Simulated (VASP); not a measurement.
Wanted: the native input for a VASP 6.6.1 run.

```yaml
Task: single point
Functional: PBE
Potentials_or_basis: VASP PAW PBE potentials, release 64 (B, N)
Cutoff: 520 eV
k_mesh: 6 × 6 × 10
Occupations: gaussian, width 0.05 eV
Spin: no spin polarisation
Dipole_correction: no
Further_INCAR_settings: ALGO = Normal; EDIFF = 1e-06; NBANDS = 26
```

The structure of BN lies in POSCAR:

```
BN
1.0
    4.4890000000      0.0000000000      0.0000000000
    0.0000000000      4.4890000000      0.0000000000
    0.0000000000      0.0000000000      2.3198000000
B N
4 4
Direct
    0.1742811368      0.8257188632      0.5000000000
    0.3257188632      0.3257188632      0.0000000000
    0.6742811368      0.6742811368      0.0000000000
    0.8257188632      0.1742811368      0.5000000000
    0.8126115048      0.8126115048      0.5000000000
    0.3126115048      0.6873884952      0.0000000000
    0.6873884952      0.3126115048      0.0000000000
    0.1873884952      0.1873884952      0.5000000000
```

These files were run (other wordings do the same):

INCAR

```
ALGO = Normal
EDIFF = 1E-6
ENCUT = 520
GGA = PE
ISIF = 2
ISMEAR = 0
LASPH = T
LCHARG = T
LELF = T
LREAL = F
LVHAR = T
LWAVE = F
NBANDS = 26
NELM = 100
PREC = Accurate
SIGMA = 0.05
```

KPOINTS

```
k-points
0
Gamma
  6 6 10
```

Potentials or basis: VASP PAW PBE potentials, release 64 (B, N).

Launch:

```console
$ cat potpaw_PBE.64/B/POTCAR potpaw_PBE.64/N/POTCAR > POTCAR
$ mpirun -np 1 vasp_std > vasp.out
```

Results of the run:

```json
{
  "Pressure": "34.6 GPa",
  "Largest force": "1.129 eV/Å",
  "Band gap on the k mesh": "4.38 eV, indirect (least direct gap 5.88 eV)"
}
```

Caveat: forces of over 1 eV/Å act on the atoms, so gaps and moduli don't describe the material at rest.

Run time: 77 s on 1 thread of Intel Xeon 8259CL (shared host), peak memory 0.19 GiB.
